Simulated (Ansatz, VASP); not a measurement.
**AlN in VASP and in Ansatz**

The input INCAR:

```
SYSTEM = AlN
ALGO = Normal
EDIFF = 1E-6
ENCUT = 520
ISIF = 2
ISMEAR = 0
LASPH = .TRUE.
LCHARG = .TRUE.
LELF = .TRUE.
LREAL = .FALSE.
LVHAR = .TRUE.
LWAVE = .FALSE.
NBANDS = 16
NELM = 80
PREC = Accurate
SIGMA = 0.05
```

The input KPOINTS:

```
k-points
0
G
  9 9 6
  0 0 0
```

POSCAR

```
AlN
1.0
    3.0887424016      0.0000000000      0.0000000000
   -1.5443712008      2.6749293856      0.0000000000
    0.0000000000      0.0000000000      4.9437688231
Al N
2 2
Direct
    0.3061209238      0.6345162853      0.0015212672
    0.6938790762      0.3654837147      0.5015212672
    0.3576158438      0.6953554887      0.3834787328
    0.6423841562      0.3046445113      0.8834787328
```

Input for Ansatz:

```yaml
crystal:
  lattice:
    - [3.0887424016, 0.0, 0.0]
    - [-1.5443712008, 2.6749293856, 0.0]
    - [0.0, 0.0, 4.9437688231]
  atoms:
    - { symbol: Al, position: [0.3061209238, 0.6345162853, 0.0015212672] }
    - { symbol: Al, position: [0.6938790762, 0.3654837147, 0.5015212672] }
    - { symbol: "N", position: [0.3576158438, 0.6953554887, 0.3834787328] }
    - { symbol: "N", position: [0.6423841562, 0.3046445113, 0.8834787328] }
basis:
  ecutwfc: 520.0
kpoints:
  mp_grid: { grid: [9, 9, 6] }
hamiltonian:
  xc: lda
scf:
  occupations: { method: gaussian, width: 0.05 }
output:
  forces: true
  stress: true
  eigenvalues: true
```

Change from the starting cell: mode 4 frozen in at -0.034 Å and mode 5 at -0.086 Å (largest displacements).

Alike in both runs: task single point; functional LDA; k mesh 9 × 9 × 6; occupations gaussian, width 0.05 eV; no spin polarisation.

|  | VASP | Ansatz |
| --- | --- | --- |
| version | VASP 6.6.1 | Ansatz 0.2.0 |
| potentials or method | VASP PAW LDA potentials, release 64 (Al, N), cutoff 520 eV | scalar-relativistic, plane waves, PAW |
| valence electrons in the cell | 16 | 16 |

```tsv
	VASP	Ansatz	Ansatz less VASP
gap on the k mesh at the Fermi level (eV)	4.32	4.31	-0.005
least direct gap on the mesh (eV)	4.32	4.31	-0.005
pressure (GPa)	0.3	-0.3	-0.59
traceless stress, the component that is largest in VASP (GPa)	-0.42	-0.42	-0.008
rms of the force components (eV/Å)	0.235	0.235	+0.0002
```

LDA's correlation is that of Perdew and Zunger in VASP and of Perdew and Wang (1992) in Ansatz. Atom by atom the forces differ by 0.002 eV/Å (rms over components).
